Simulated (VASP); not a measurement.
# Ni (Im-3m) in VASP: single point with PBE

Aim: the single point of Ni with PBE.

Program: VASP 6.6.1. These are calculated values, not measurements. Logs are shortened: lines on timing, memory, paths and dates and some standing lists are left out, and cuts for length are marked.

### 1 The cell of the first run

Symmetry: Im-3m, No. 229, cubic system. Conventional cell: a = 2.854 Å, b = 2.854 Å, c = 2.854 Å, α = 90.00°, β = 90.00°, γ = 90.00°. Within 3.3 Å of Ni (site symmetry m-3m) lie 14 Ni at 2.47 to 2.85 Å.

This isn't the form of Ni at room conditions, which is fcc.

### 2 Single point, PBE, collinear spin, antiferromagnetic start

INCAR

```
SYSTEM = Ni
PREC = Accurate
ENCUT = 520
EDIFF = 1E-6
ISMEAR = -1
SIGMA = 0.05
LREAL = .False.
LASPH = .True.
NELM = 150
ALGO = Normal
ISIF = 2
LWAVE = .False.
LCHARG = .False.
ISPIN = 2
MAGMOM = 4 -4 4 -4
LORBIT = 11
LMAXMIX = 4
GGA = PE
NBANDS = 32
```

KPOINTS

```
Automatic mesh
0
Gamma
  3 6 6
  0 0 0
```

POSCAR

```
Ni
1.0
    5.7086341292      0.0000000000      0.0000000000
    0.0000000000      2.8543170646      0.0000000000
    0.0000000000      0.0000000000      2.8543170646
Ni
4
Direct
    0.0000000000      0.0000000000      0.0000000000
    0.2500000000      0.5000000000      0.5000000000
    0.5000000000      0.0000000000      0.0000000000
    0.7500000000      0.5000000000      0.5000000000
```

Potentials or basis: VASP PAW PBE potentials, release 64 (Ni).

The run is started by

```bash
cat potpaw_PBE.64/Ni/POTCAR > POTCAR
mpirun -np 1 vasp_std > vasp.out
```

OUTCAR:

```text
SYSTEM = Ni
   PREC = Accurate
   ENCUT = 520
   EDIFF = 1E-6
   ISMEAR = -1
   LREAL = .False.
   LASPH = .True.
   NELM = 150
   ISIF = 2
   ISPIN = 2
   LORBIT = 11
   GGA = PE

 ion  position               nearest neighbor table
   1  0.000  0.000  0.000-   2 2.47   4 2.47   2 2.47   4 2.47   2 2.47   4 2.47   2 2.47   4 2.47
                             3 2.85   3 2.85
   2  0.250  0.500  0.500-   1 2.47   3 2.47   1 2.47   3 2.47   1 2.47   3 2.47   1 2.47   3 2.47
                             4 2.85   4 2.85
   3  0.500  0.000  0.000-   2 2.47   4 2.47   2 2.47   4 2.47   2 2.47   4 2.47   2 2.47   4 2.47
                             1 2.85   1 2.85
   4  0.750  0.500  0.500-   1 2.47   3 2.47   1 2.47   3 2.47   1 2.47   3 2.47   1 2.47   3 2.47
                             2 2.85   2 2.85

  LATTYP: Found a simple tetragonal cell.
 ALAT       =     2.8543170646
 C/A-ratio  =     2.0000000000

  Lattice vectors:

 A1 = (   0.0000000000,   2.8543170646,   0.0000000000)
 A2 = (   0.0000000000,   0.0000000000,   2.8543170646)
 A3 = (   5.7086341292,   0.0000000000,   0.0000000000)

Analysis of symmetry for initial positions (statically):
=====================================================================
 Subroutine PRICEL returns following result:

  LATTYP: Found a body centered cubic cell.
 ALAT       =     2.8543170646
[... 12 lines left out ...]
 Subroutine GETGRP returns: Found 16 space group operations
 (whereof 16 operations were pure point group operations)
 out of a pool of 16 trial point group operations.

The static configuration has the point symmetry D_4h.

Analysis of symmetry for dynamics (positions and initial velocities):
=====================================================================
 Subroutine PRICEL returns following result:

  LATTYP: Found a body centered cubic cell.
 ALAT       =     2.8543170646
[... 12 lines left out ...]
 Subroutine GETGRP returns: Found 16 space group operations
 (whereof 16 operations were pure point group operations)
 out of a pool of 16 trial point group operations.

The dynamic configuration has the point symmetry D_4h.

Analysis of structural, dynamic, and magnetic symmetry:
=====================================================================
 Subroutine PRICEL returns following result:

  LATTYP: Found a body centered cubic cell.
 ALAT       =     2.8543170646
[... 12 lines left out ...]
 Subroutine GETGRP returns: Found 16 space group operations
 (whereof 16 operations were pure point group operations)
 out of a pool of 16 trial point group operations.

The overall configuration has the point symmetry D_4h.

 Subroutine INISYM returns: Found 16 space group operations
 (whereof 16 operations are pure point group operations),
 and found     4 'primitive' translations

----------------------------------------------------------------------------------------

                                     Primitive cell

  volume of cell :      11.6272

  direct lattice vectors                    reciprocal lattice vectors
     1.427158532  1.427158532 -1.427158532     0.350346502  0.350346502  0.000000000
    -1.427158532  1.427158532  1.427158532    -0.000000000  0.350346502  0.350346502
     1.427158532 -1.427158532  1.427158532     0.350346502  0.000000000  0.350346502

  length of vectors
     2.471911088  2.471911088  2.471911088     0.495464775  0.495464775  0.495464775

  position of ions in fractional coordinates (direct lattice)
     0.000000000  0.000000000  0.000000000

  ion indices of the primitive-cell ions
   primitive index   ion index
                 1           1

----------------------------------------------------------------------------------------

 KPOINTS: Automatic mesh

Automatic generation of k-mesh.
 Grid dimensions read from file:
 generate k-points for:    3    6    6

 Generating k-lattice:

  Cartesian coordinates                     Fractional coordinates (reciprocal lattice)
     0.058391084  0.000000000  0.000000000     0.333333333  0.000000000  0.000000000
     0.000000000  0.058391084  0.000000000     0.000000000  0.166666667  0.000000000
     0.000000000  0.000000000  0.058391084     0.000000000  0.000000000  0.166666667

  Length of vectors
     0.058391084  0.058391084  0.058391084

  Shift w.r.t. Gamma in fractional coordinates (k-lattice)
     0.000000000  0.000000000  0.000000000

 Subroutine IBZKPT returns following result:
 ===========================================

 Found     20 irreducible k-points:

 Following reciprocal coordinates:
            Coordinates               Weight
  0.000000  0.000000  0.000000      1.000000
  0.333333  0.000000  0.000000      2.000000
  0.000000  0.166667  0.000000      4.000000
  0.333333  0.166667  0.000000      8.000000
  0.000000  0.333333  0.000000      4.000000
  0.333333  0.333333  0.000000      8.000000
[... 12 lines left out ...]
  0.000000  0.500000  0.500000      1.000000
  0.333333  0.500000  0.500000      2.000000
   k-points           NKPTS =     20   k-points in BZ     NKDIM =     20   number of bands    NBANDS=     32
   number of dos      NEDOS =    301   number of ions     NIONS =      4
   total plane-waves  NPLWV =  24192
   dimension x,y,z NGX =    42 NGY =   24 NGZ =   24
   dimension x,y,z NGXF=    84 NGYF=   48 NGZF=   48
   ions per type =               4
   NGX,Y,Z   is equivalent  to a cutoff of  12.23, 13.98, 13.98 a.u.
   NGXF,Y,Z  is equivalent  to a cutoff of  24.46, 27.96, 27.96 a.u.
 SYSTEM =  Ni
   PREC   = accura    normal or accurate (medium, high low for compatibility)
   ISTART =      0    job   : 0-new  1-cont  2-samecut
   ICHARG =      2    charge: 1-file 2-atom 10-const
   ISPIN  =      2    spin polarized calculation?
   LNONCOLLINEAR =      F non collinear calculations
   LSORBIT =      F    spin-orbit coupling
   LASPH  =      T    aspherical Exc in radial PAW
   ENCUT  =  520.0 eV  38.22 Ry    6.18 a.u.  10.61  5.31  5.31*2*pi/ulx,y,z
   NELM   =    150;   NELMIN=  2; NELMDL= -5     # of ELM steps
   EDIFF  = 0.1E-05   stopping-criterion for ELM
   LREAL  =      F    real-space projection
   EDIFFG = 0.1E-04   stopping-criterion for IOM
   NSW    =      0    number of steps for IOM
   IBRION =     -1    ionic relax: 0-MD 1-quasi-New 2-CG
   NFREE  =      0    steps in history (QN), initial steepest desc. (CG)
   ISIF   =      2    stress and relaxation
   ISYM   =      2    0-nonsym 1-usesym 2-fastsym
   POTIM  = 0.5000    time-step for ionic-motion
   TEBEG  =    0.0;   TEEND  =   0.0 temperature during run
   PSTRESS=    0.0 pullay stress
   NELECT =      40.0000    total number of electrons
   NUPDOWN=      -1.0000    fix difference up-down
   EMIN   =  10.00;   EMAX   =-10.00  energy-range for DOS
   EFERMI =   0.00;   METHOD = LEGACY
   ISMEAR =    -1;   SIGMA  =   0.05  broadening in eV -4-tet -1-fermi 0-gaus
   EFERMI_NEDOS =   21; number of points for ismear=-14 and -15
   IALGO  =     38    algorithm
   IMIX   =      4    mixing-type and parameters
     AMIX     =   0.40;   BMIX     =  1.00
     AMIX_MAG =   1.60;   BMIX_MAG =  1.00
  volume/ion in A,a.u.               =      11.63        78.46
  Fermi-wavevector in a.u.,A,eV,Ry     =   1.556859  2.942037 32.977936  2.423810
  Thomas-Fermi vector in A             =   2.660594
   LORBIT       =     11    0 simple, 1 ext, 2 COOP (PROOUT), +10 PAW based schemes
   GGA     = PE    functional components
   LHFCALC =     F    Hartree Fock is set to
   AEXX    =    0.0000 exact exchange contribution
   IVDW    =     0    specifies the selected vdW correction
   LEPSILON=     F    determine dielectric tensor
   LRPA    =     F    only Hartree local field effects (RPA)
 spin polarized calculation
  energy-cutoff  :      520.00
  volume of cell :       46.51
 maximum number of plane-waves:      1273
 NGX is ok and might be reduce to    42
   NGX = 21   NGY = 11   NGZ = 11

 number of electron      40.0000024 magnetization       0.0000000

 number of electron      40.0000024 magnetization      -0.0000000

 Free energy of the ion-electron system (eV)
  ---------------------------------------------------
  ext. energy  EPLUGINS =         0.00000000
  ---------------------------------------------------
  free energy    TOTEN  =       -21.39653954 eV

  energy without entropy =      -21.34296991  energy(sigma->0) =      -21.36975473

 E-fermi :   8.2933     XC(G=0): -12.8586

 val. band max:        8.2329439097   @ k =   0.3333   0.3333   0.3333
 cond. band min:       8.3249699184   @ k =   0.3333   0.0000   0.0000
 fundamental gap:      0.0920260087
 Fermi energy:         8.2932645094

 spin component 1

 k-point     1 :       0.0000    0.0000    0.0000
  band No.  band energies     occupation
      1      -0.0996      1.00000
      2       3.9520      1.00000
      3       3.9520      1.00000
      4       4.7331      1.00000
      5       4.7331      1.00000
      6       6.2861      1.00000
[... 689 lines left out ...]
     31      20.2234      0.00000
     32      20.2235      0.00000
 Fermi energy:         8.2932645094

 spin component 2

 k-point     1 :       0.0000    0.0000    0.0000
  band No.  band energies     occupation
      1      -0.0996      1.00000
      2       3.9520      1.00000
      3       3.9520      1.00000
      4       4.7331      1.00000
      5       4.7331      1.00000
      6       6.2861      1.00000
[... 689 lines left out ...]
     31      20.2234      0.00000
     32      20.2235      0.00000

------------------------ aborting loop because EDIFF is reached ----------------------------------------

  FORCE on cell =-STRESS in cart. coord.  units (eV):
  Direction    XX          YY          ZZ          XY          YZ          ZX
  --------------------------------------------------------------------------------------
  -------------------------------------------------------------------------------------
  Total       -3.1630788     -3.1630181     -3.1630181      0.0000000      0.0000000     -0.0000000
  in kB     -108.9642305   -108.9621400   -108.9621400      0.0000000      0.0000000     -0.0000000
  external PRESSURE =    -108.9628368 kB  Pullay stress =       0.0000000 kB

 VOLUME and BASIS-vectors are now :
 -----------------------------------------------------------------------------
  energy-cutoff  :      520.00
  volume of cell :       46.51
      direct lattice vectors                 reciprocal lattice vectors
     5.708634129  0.000000000  0.000000000     0.175173251  0.000000000  0.000000000
     0.000000000  2.854317065  0.000000000     0.000000000  0.350346502  0.000000000
     0.000000000  0.000000000  2.854317065     0.000000000  0.000000000  0.350346502

 POSITION                                       TOTAL-FORCE (eV/Angst)
 -----------------------------------------------------------------------------------
      0.00000      0.00000      0.00000        -0.000000      0.000000     -0.000000
      1.42716      1.42716      1.42716         0.000000     -0.000000      0.000000
      2.85432      0.00000      0.00000         0.000000      0.000000      0.000000
      4.28148      1.42716      1.42716        -0.000000      0.000000     -0.000000
 -----------------------------------------------------------------------------------
    total drift:                                0.000000      0.000000     -0.000000

  FREE ENERGIE OF THE ION-ELECTRON SYSTEM (eV)
  ---------------------------------------------------
  free  energy   TOTEN  =       -21.3965395401 eV

  energy  without entropy=      -21.3429699105  energy(sigma->0) =      -21.36975473

 total charge

# of ion       s       p       d       tot
------------------------------------------
    1        0.462   0.425   8.322   9.210
    2        0.462   0.425   8.322   9.210
    3        0.462   0.425   8.322   9.210
    4        0.462   0.425   8.322   9.210
--------------------------------------------------
tot          1.849   1.701  33.288  36.838

 magnetization (x)

# of ion       s       p       d       tot
------------------------------------------
    1       -0.000  -0.000  -0.000  -0.000
    2        0.000   0.000   0.000   0.000
    3       -0.000  -0.000  -0.000  -0.000
    4        0.000   0.000   0.000   0.000
--------------------------------------------------
tot          0.000   0.000   0.000   0.000
```

It took 57 s on 1 thread of AMD EPYC 7R13 (Zen 3), shared host; peak memory 0.17 GiB.

Results:

```yaml
Free_energy: -21.3965 eV
Pressure: -10.9 GPa
Band_gap_on_the_k_mesh: zero (filled and empty bands overlap)
Net_moment: 0.00 μB per cell
Valence_electrons_inside_the_program's_atomic_spheres: Ni 9.21
```

Levels at points of the mesh, in eV from the Fermi level:
Spin up:
```tsv
k point	band 16	band 17	band 18	band 19	band 20	band 21	band 22	band 23	band 24	band 25
(0.00, 0.00, 0.00)	-0.78	-0.50	-0.50	0.16	0.16	0.16	0.33	0.33	9.46	9.46
(0.00, 0.50, 0.00)	-0.55	-0.36	-0.36	0.33	0.33	0.36	0.36	0.41	0.41	6.23
(0.00, 0.50, 0.50)	-0.33	-0.33	-0.33	0.36	0.36	0.41	0.41	6.23	6.23	7.99
```
Spin down:
```csv
k point,band 16,band 17,band 18,band 19,band 20,band 21,band 22,band 23,band 24,band 25
"(0.00, 0.00, 0.00)",-0.78,-0.50,-0.50,0.16,0.16,0.16,0.33,0.33,9.46,9.46
"(0.00, 0.50, 0.00)",-0.55,-0.36,-0.36,0.33,0.33,0.36,0.36,0.41,0.41,6.23
"(0.00, 0.50, 0.50)",-0.33,-0.33,-0.33,0.36,0.36,0.41,0.41,6.23,6.23,7.99
```

Caveat: the k points lie up to 0.37 Å⁻¹ apart, too coarse for converged energies and pressures of a metal.
